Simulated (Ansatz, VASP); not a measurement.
**Two plane-wave programs on KI**

```
CELL_PARAMETERS angstrom
0.00000 3.96589 3.96589
3.96589 0.00000 3.96589
3.96589 3.96589 0.00000
ATOMIC_POSITIONS crystal
K 0.00000 0.00000 0.00000
I 0.25000 0.25000 0.25000
```

Alike in both runs: task single point; functional HSE06; k mesh 4 × 4 × 4; no spin polarisation.

|  | VASP | Ansatz |
| --- | --- | --- |
| version | VASP 6.6.1 | Ansatz 0.2.0 |
| potentials or method | VASP PAW PBE potentials, release 64 (K_sv, I) | plane waves, PAW |
| plane-wave cutoff (eV) | 520 | 420 |
| occupations | gaussian, width 0.01 eV | fixed |
| valence electrons in the cell | 16 | 26 |

```tsv
	VASP	Ansatz	Ansatz less VASP
gap on the k mesh at the Fermi level (eV)	4.88	4.88	+0.005
pressure (GPa)	0.1	0.1	0.00
```

VASP's potentials hold 16 valence electrons a cell and Ansatz's 26, so a difference there can come from the potentials and not from the codes. Ansatz's warnings: stress exchange threshold loose, stress scf threshold loose.

Spin-orbit coupling is off throughout.
